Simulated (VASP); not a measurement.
# InSe2 (P4/nmm) in VASP: further runs

Runs on InSe2. Level: PBE. Tasks: single point.

Everything below comes from runs of VASP 6.6.1. Logs are shortened: lines on timing, memory, paths and dates and some standing lists are left out, and cuts for length are marked.

### 1 The cell of the first run

The structure is tetragonal, space group P4/nmm (No. 129). The conventional cell has a = 3.895 Å, b = 3.895 Å, c = 9.626 Å, α = 90.00°, β = 90.00°, γ = 90.00°. Within 3.7 Å of In (site symmetry 4mm) lie 9 Se at 2.84 to 3.43 Å. Within 4.1 Å of Se (site symmetry 4mm) lie 5 In at 2.84 to 3.28 Å and 12 Se at 3.77 to 4.03 Å. Within 3.6 Å of Se (site symmetry -4m2) lie 4 Se at 2.75 Å and 4 In at 3.43 Å.

### 2 Single point, PBE

Input file INCAR:

```
PREC = Accurate
ENCUT = 520
EDIFF = 1E-6
ISMEAR = 0
SIGMA = 0.4
LREAL = F
LASPH = T
NELM = 80
ALGO = Normal
ISIF = 2
LWAVE = F
LCHARG = T
GGA = PE
LELF = T
LVHAR = T
NBANDS = 34
```

Input file KPOINTS:

```
Automatic mesh
0
Gamma
  5 5 2
```

Input file POSCAR:

```
InSe2
1.0
    3.8948930000      0.0000000000      0.0000000000
    0.0000000000      3.8948930000      0.0000000000
    0.0000000000      0.0000000000      9.6262310000
In Se
2 4
Direct
    0.0000000000      0.5000000000      0.7064680000
    0.5000000000      0.0000000000      0.2935320000
    0.0000000000      0.5000000000      0.3662120000
    0.5000000000      0.0000000000      0.6337880000
    0.0000000000      0.0000000000      0.0000000000
    0.5000000000      0.5000000000      0.0000000000
```

Potentials or basis: VASP PAW PBE potentials, release 64 (In_d, Se).

Launch:

```bash
$ cat potpaw_PBE.64/In_d/POTCAR potpaw_PBE.64/Se/POTCAR > POTCAR
$ mpirun -np 1 vasp_std > vasp.out
```

OUTCAR:

```text
PREC = Accurate
   ENCUT = 520
   EDIFF = 1E-6
   ISMEAR = 0
   LREAL = F
   LASPH = T
   NELM = 80
   ISIF = 2
   GGA = PE

 ion  position               nearest neighbor table
   1  0.000  0.500  0.706-   4 2.84   4 2.84   4 2.84   4 2.84   3 3.28
   2  0.500  0.000  0.294-   3 2.84   3 2.84   3 2.84   3 2.84   4 3.28
   3  0.000  0.500  0.366-   2 2.84   2 2.84   2 2.84   2 2.84   1 3.28
   4  0.500  0.000  0.634-   1 2.84   1 2.84   1 2.84   1 2.84   2 3.28
   5  0.000  0.000  0.000-   6 2.75   6 2.75   6 2.75   6 2.75
   6  0.500  0.500  0.000-   5 2.75   5 2.75   5 2.75   5 2.75

  LATTYP: Found a simple tetragonal cell.
 ALAT       =     3.8948930000
 C/A-ratio  =     2.4715007575

  Lattice vectors:

 A1 = (   3.8948930000,   0.0000000000,   0.0000000000)
 A2 = (   0.0000000000,   3.8948930000,   0.0000000000)
 A3 = (   0.0000000000,   0.0000000000,   9.6262310000)

Analysis of symmetry for initial positions (statically):
=====================================================================
 Subroutine PRICEL returns:
 Original cell was already a primitive cell.

 Routine SETGRP: Setting up the symmetry group for a
 simple tetragonal supercell.

 Subroutine GETGRP returns: Found 16 space group operations
 (whereof  8 operations were pure point group operations)
 out of a pool of 16 trial point group operations.

The static configuration has the point symmetry D_2d.
 The point group associated with its full space group is D_4h.

Analysis of symmetry for dynamics (positions and initial velocities):
=====================================================================
 Subroutine PRICEL returns:
 Original cell was already a primitive cell.

 Routine SETGRP: Setting up the symmetry group for a
 simple tetragonal supercell.

 Subroutine GETGRP returns: Found 16 space group operations
 (whereof  8 operations were pure point group operations)
 out of a pool of 16 trial point group operations.

The dynamic configuration has the point symmetry D_2d.
 The point group associated with its full space group is D_4h.

 Subroutine INISYM returns: Found 16 space group operations
 (whereof  8 operations are pure point group operations),
 and found     1 'primitive' translations

----------------------------------------------------------------------------------------

                                     Primitive cell

  volume of cell :     146.0318

  direct lattice vectors                    reciprocal lattice vectors
     3.894893000  0.000000000  0.000000000     0.256746463  0.000000000  0.000000000
[... 86 lines left out ...]
   NFREE  =      0    steps in history (QN), initial steepest desc. (CG)
   ISIF   =      2    stress and relaxation
   ISYM   =      2    0-nonsym 1-usesym 2-fastsym
   POTIM  = 0.5000    time-step for ionic-motion
   TEBEG  =    0.0;   TEEND  =   0.0 temperature during run
   PSTRESS=    0.0 pullay stress
   NELECT =      50.0000    total number of electrons
   NUPDOWN=      -1.0000    fix difference up-down
   EMIN   =  10.00;   EMAX   =-10.00  energy-range for DOS
   EFERMI =   0.00;   METHOD = LEGACY
   ISMEAR =     0;   SIGMA  =   0.40  broadening in eV -4-tet -1-fermi 0-gaus
   EFERMI_NEDOS =   21; number of points for ismear=-14 and -15
   IALGO  =     38    algorithm
   IMIX   =      4    mixing-type and parameters
     AMIX     =   0.40;   BMIX     =  1.00
     AMIX_MAG =   1.60;   BMIX_MAG =  1.00
  volume/ion in A,a.u.               =      24.34       164.25
  Fermi-wavevector in a.u.,A,eV,Ry     =   1.145291  2.164286 17.846635  1.311691
  Thomas-Fermi vector in A             =   2.281980
   LORBIT       =      0    0 simple, 1 ext, 2 COOP (PROOUT), +10 PAW based schemes
   GGA     = PE    functional components
   LHFCALC =     F    Hartree Fock is set to
   AEXX    =    0.0000 exact exchange contribution
   IVDW    =     0    specifies the selected vdW correction
   LEPSILON=     F    determine dielectric tensor
   LRPA    =     F    only Hartree local field effects (RPA)
 non-spin polarized calculation
 Gauss-broadening in eV      SIGMA  =   0.40
  energy-cutoff  :      520.00
  volume of cell :      146.03
 maximum number of plane-waves:      3972
 NGX is ok and might be reduce to    30
   NGX = 15   NGY = 15   NGZ = 35

 number of electron      49.9999991 magnetization

 Free energy of the ion-electron system (eV)
  ---------------------------------------------------
  ext. energy  EPLUGINS =         0.00000000
  ---------------------------------------------------
  free energy    TOTEN  =       -20.31122208 eV

  energy without entropy =      -20.15525060  energy(sigma->0) =      -20.23323634

 E-fermi :   5.1152     XC(G=0):  -9.8757

 val. band max:        5.0199185750   @ k =   0.4000   0.2000   0.0000
 cond. band min:       5.2392543613   @ k =   0.4000   0.2000   0.5000
 fundamental gap:      0.2193357863
 Fermi energy:         5.1152018050

 k-point     1 :       0.0000    0.0000    0.0000
  band No.  band energies     occupation
      1     -10.0252      2.00000
      2      -9.6621      2.00000
      3      -9.5961      2.00000
      4      -9.4726      2.00000
      5      -9.4695      2.00000
      6      -9.4378      2.00000
[... 433 lines left out ...]
     33      10.4937      0.00000
     34      10.5425      0.00000

------------------------ aborting loop because EDIFF is reached ----------------------------------------

  FORCE on cell =-STRESS in cart. coord.  units (eV):
  Direction    XX          YY          ZZ          XY          YZ          ZX
  --------------------------------------------------------------------------------------
  -------------------------------------------------------------------------------------
  Total       -0.2330350     -0.2330350      0.1283135      0.0000000      0.0000000     -0.0000000
  in kB       -2.5567267     -2.5567267      1.4077825      0.0000000      0.0000000     -0.0000000
  external PRESSURE =      -1.2352236 kB  Pullay stress =       0.0000000 kB

 VOLUME and BASIS-vectors are now :
 -----------------------------------------------------------------------------
  energy-cutoff  :      520.00
  volume of cell :      146.03
      direct lattice vectors                 reciprocal lattice vectors
     3.894893000  0.000000000  0.000000000     0.256746463  0.000000000  0.000000000
     0.000000000  3.894893000  0.000000000     0.000000000  0.256746463  0.000000000
     0.000000000  0.000000000  9.626231000     0.000000000  0.000000000  0.103882818

 POSITION                                       TOTAL-FORCE (eV/Angst)
 -----------------------------------------------------------------------------------
      0.00000      1.94745      6.80062        -0.000000      0.000000      0.002343
      1.94745      0.00000      2.82561         0.000000     -0.000000     -0.002343
      0.00000      1.94745      3.52524        -0.000000     -0.000000      0.059460
      1.94745      0.00000      6.10099        -0.000000     -0.000000     -0.059460
      0.00000      0.00000      0.00000        -0.000000     -0.000000      0.000000
      1.94745      1.94745      0.00000        -0.000000      0.000000      0.000000
 -----------------------------------------------------------------------------------
    total drift:                                0.000000      0.000000      0.000000

  FREE ENERGIE OF THE ION-ELECTRON SYSTEM (eV)
  ---------------------------------------------------
  free  energy   TOTEN  =       -20.3112220794 eV

  energy  without entropy=      -20.1552506041  energy(sigma->0) =      -20.23323634
```

OSZICAR:

```text
N       E                     dE             d eps       ncg     rms          rms(c)
DAV:   1     0.450430504158E+03    0.45043E+03   -0.22253E+04   816   0.159E+03
DAV:   2     0.410126425255E+02   -0.40942E+03   -0.39095E+03   824   0.390E+02
DAV:   3    -0.180456449429E+02   -0.59058E+02   -0.56580E+02  1098   0.149E+02
DAV:   4    -0.208105378232E+02   -0.27649E+01   -0.27332E+01   992   0.315E+01
DAV:   5    -0.208937768250E+02   -0.83239E-01   -0.83132E-01  1150   0.613E+00    0.719E+00
DAV:   6    -0.203418172170E+02    0.55196E+00   -0.73106E-01  1132   0.147E+01    0.426E+00
DAV:   7    -0.203158342191E+02    0.25983E-01   -0.46743E-01  1166   0.488E+00    0.116E+00
DAV:   8    -0.203106542835E+02    0.51799E-02   -0.57552E-02  1178   0.255E+00    0.506E-01
DAV:   9    -0.203111653090E+02   -0.51103E-03   -0.61808E-03  1010   0.438E-01    0.153E-01
DAV:  10    -0.203111909097E+02   -0.25601E-04   -0.38066E-04  1244   0.170E-01    0.913E-02
DAV:  11    -0.203112246749E+02   -0.33765E-04   -0.99848E-05  1060   0.903E-02    0.341E-02
DAV:  12    -0.203112219892E+02    0.26857E-05   -0.10239E-05   898   0.190E-02    0.878E-03
DAV:  13    -0.203112220794E+02   -0.90204E-07   -0.22200E-06   770   0.852E-03
   1 F= -.20311222E+02 E0= -.20233236E+02  d E =-.155971E+00
```

Run time: 93 s. Hardware: 1 thread of Intel Xeon 8259CL, shared host; peak memory 0.26 GiB.

What came out:

* Free energy: -20.3112 eV
* Pressure: -0.1 GPa
* Largest force: 0.059 eV/Å
* Band gap on the k mesh: zero (bands 25 and 26 overlap by 1.66 eV)

Forces in eV/Å, atoms in the order of the input:
```
In   0.000  0.000  0.002
In   0.000  0.000 -0.002
Se   0.000  0.000  0.059
Se   0.000  0.000 -0.059
Se   0.000  0.000  0.000
Se   0.000  0.000  0.000
```

Stress tensor (GPa, compression positive):
```
-0.26  0.00  0.00
 0.00 -0.26  0.00
 0.00  0.00  0.14
```

Caveat: so wide a smearing shifts energies and pressures; spin-orbit coupling is left out, which moves the levels of the heavy elements.

### 3 Single point, PBE

Input file INCAR:

```
SYSTEM = InSe2
  ALGO = Normal
  EDIFF = 1E-6
  ENCUT = 520
  GGA = PE
  ISIF = 2
  ISMEAR = 0
  LASPH = .TRUE.
  LCHARG = .FALSE.
  LREAL = .FALSE.
  LWAVE = .FALSE.
  NBANDS = 34
  NELM = 100
  PREC = Accurate
  SIGMA = 0.1
```

Input file KPOINTS:

```
k-points
0
G
  6 6 4
  0 0 0
```

POSCAR is that of step 2.

Potentials or basis: VASP PAW PBE potentials, release 64 (In_d, Se).

Launch:

```bash
$ cat potpaw_PBE.64/In_d/POTCAR potpaw_PBE.64/Se/POTCAR > POTCAR
$ mpirun -np 1 vasp_std > vasp.out
```

Wall time 3 min (1 thread of Intel Xeon 8259CL, shared host); peak memory 0.3 GiB.

The run converged. Its results:

| Item | Value |
| --- | --- |
| Free energy | -20.2851 eV |
| Pressure | -0.2 GPa |
| Largest force | 0.064 eV/Å |
| Band gap on the k mesh | zero (bands 25 and 26 overlap by 1.94 eV) |

Forces on the atoms (eV/Å):
```
In   0.000  0.000  0.064
In   0.000  0.000 -0.064
Se   0.000  0.000 -0.056
Se   0.000  0.000  0.056
Se   0.000  0.000  0.000
Se   0.000  0.000  0.000
```

Stress tensor (GPa, compression positive):
```
-0.39  0.00  0.00
 0.00 -0.39  0.00
 0.00  0.00  0.08
```

Levels at points of the mesh, in eV from the Fermi level:
```csv
k point,band 23,band 24,band 25,band 26,band 27,band 28
"(0.00, 0.00, 0.00)",-1.71,-1.71,0.32,0.59,2.97,2.97
"(0.50, 0.00, 0.00)",-1.17,-1.17,-0.96,-0.96,1.75,1.75
"(0.50, 0.50, 0.00)",-1.42,-1.42,-1.04,-1.04,2.77,2.77
"(0.00, 0.00, 0.50)",-1.64,-1.13,0.31,0.63,2.09,2.97
"(0.50, 0.00, 0.50)",-0.97,-0.97,-0.91,-0.91,1.20,1.20
"(0.50, 0.50, 0.50)",-1.65,-1.65,-1.41,-1.41,3.57,3.57
```

Caveat: spin-orbit coupling is left out, which moves the levels of the heavy elements.

### 4 Single point, PBE

Input file INCAR:

```
SYSTEM = InSe2
PREC     = Accurate       ! precision mode
ENCUT    = 520            ! plane-wave cutoff, eV
EDIFF    = 1E-7           ! SCF threshold, eV
ISMEAR   = 0              ! smearing method
SIGMA    = 0.1            ! smearing width, eV
LREAL    = .FALSE.        ! projectors in reciprocal space
LASPH    = .TRUE.         ! aspherical terms in the spheres
NELM     = 60             ! most SCF steps
ALGO     = Normal         ! electronic algorithm
ISIF     = 2              ! what is computed and relaxed
LWAVE    = .FALSE.        ! write WAVECAR
LCHARG   = .FALSE.        ! write CHGCAR
GGA      = PE             ! functional
NBANDS   = 34             ! bands
```

Input file KPOINTS:

```
Automatic mesh
0
Gamma
  6 6 4
  0.5 0.5 0.5
```

POSCAR is that of step 3.

Launch:

```bash
$ cat potpaw_PBE.64/In_d/POTCAR potpaw_PBE.64/Se/POTCAR > POTCAR
$ mpirun -np 1 vasp_std > vasp.out
```

Wall time 1.8 min (1 thread of Intel Xeon 8259CL, shared host); peak memory 0.25 GiB.

It converged, with:

- Free energy: -20.2219 eV
- Pressure: 0.0 GPa
- Largest force: 0.088 eV/Å
- Band gap on the k mesh: zero (bands 25 and 26 overlap by 1.07 eV)

Forces on the atoms (eV/Å):
```
In   0.000  0.000 -0.088
In   0.000  0.000  0.088
Se   0.000  0.000  0.003
Se   0.000  0.000 -0.003
Se   0.000  0.000  0.000
Se   0.000  0.000  0.000
```

Stress tensor (GPa, compression positive):
```
-0.17  0.00  0.00
 0.00 -0.17  0.00
 0.00  0.00  0.40
```

Levels at points of the mesh, in eV from the Fermi level:
| k point | band 22 | band 23 | band 24 | band 25 | band 26 | band 27 | band 28 | band 29 |
| --- | --- | --- | --- | --- | --- | --- | --- | --- |
| (0.08, 0.08, 0.12) | -1.74 | -1.25 | -0.15 | 0.19 | 0.92 | 1.91 | 3.11 | 3.47 |

Caveat: spin-orbit coupling is left out, which moves the levels of the heavy elements.

### 5 Single point, PBE

Input file INCAR:

```
SYSTEM = InSe2
  ALGO = Normal
  EDIFF = 1E-6
  ENCUT = 520
  GGA = PE
  ISIF = 2
  ISMEAR = 0
  LASPH = .TRUE.
  LCHARG = .TRUE.
  LELF = .TRUE.
  LREAL = .FALSE.
  LVHAR = .TRUE.
  LWAVE = .FALSE.
  NBANDS = 34
  NELM = 80
  PREC = Accurate
  SIGMA = 0.1
```

Input file KPOINTS:

```
k-points
0
G
  6 6 2
  0 0 0
```

POSCAR is that of step 4.

Launch:

```bash
$ cat potpaw_PBE.64/In_d/POTCAR potpaw_PBE.64/Se/POTCAR > POTCAR
$ mpirun -np 1 vasp_std > vasp.out
```

Run time: 2.3 min. Hardware: 1 thread of Intel Xeon 8259CL, shared host; peak memory 0.28 GiB.

It converged, with:

```yaml
Free_energy: -20.2862 eV
Pressure: -0.2 GPa
Largest_force: 0.066 eV/Å
Band_gap_on_the_k_mesh: zero (bands 25 and 26 overlap by 1.93 eV)
```

Forces in eV/Å, atoms in the order of the input:
```
In   0.000  0.000  0.048
In   0.000  0.000 -0.048
Se   0.000  0.000 -0.066
Se   0.000  0.000  0.066
Se   0.000  0.000  0.000
Se   0.000  0.000  0.000
```

Stress tensor (GPa, compression positive):
```
-0.38  0.00  0.00
 0.00 -0.38  0.00
 0.00  0.00  0.18
```

Levels at points of the mesh, in eV from the Fermi level:
| k point | band 21 | band 22 | band 23 | band 24 | band 25 | band 26 | band 27 | band 28 | band 29 | band 30 |
| --- | --- | --- | --- | --- | --- | --- | --- | --- | --- | --- |
| (0.00, 0.00, 0.00) | -2.30 | -1.98 | -1.68 | -1.68 | 0.32 | 0.61 | 2.97 | 2.97 | 3.42 | 4.43 |
| (0.50, 0.00, 0.00) | -1.72 | -1.72 | -1.17 | -1.17 | -0.93 | -0.93 | 1.77 | 1.77 | 3.13 | 3.13 |
| (0.50, 0.50, 0.00) | -3.53 | -3.53 | -1.42 | -1.42 | -1.01 | -1.01 | 2.78 | 2.78 | 3.99 | 3.99 |
| (0.00, 0.00, 0.50) | -2.39 | -1.61 | -1.61 | -1.11 | 0.31 | 0.66 | 2.11 | 2.97 | 2.97 | 3.70 |
| (0.50, 0.00, 0.50) | -1.50 | -1.50 | -0.94 | -0.94 | -0.89 | -0.89 | 1.22 | 1.22 | 3.49 | 3.49 |
| (0.50, 0.50, 0.50) | -3.37 | -3.37 | -1.65 | -1.65 | -1.38 | -1.38 | 3.59 | 3.59 | 4.60 | 4.60 |

Caveat: spin-orbit coupling is left out, which moves the levels of the heavy elements.

### 6 The runs side by side

```tsv
k mesh	smearing	gap on the mesh (eV)	pressure (GPa)	largest force (eV/Å)
5 × 5 × 2	gaussian 0.4 eV	none	-0.1	0.06
6 × 6 × 4	gaussian 0.1 eV	none	-0.2	0.06
6 × 6 × 4, shifted	gaussian 0.1 eV	none	0.0	0.09
6 × 6 × 2	gaussian 0.1 eV	none	-0.2	0.07
```

Alike in all rows: task single point; level PBE; potentials or basis VASP PAW PBE potentials, release 64 (In_d, Se); no spin polarisation; cell as given; cutoff (eV) 520.

Caveats: spin-orbit coupling is left out, which moves the levels of the heavy elements; so wide a smearing shifts energies and pressures (at least some runs).

Total energies depend on the potentials used, so only differences within one code and one set of settings carry meaning.
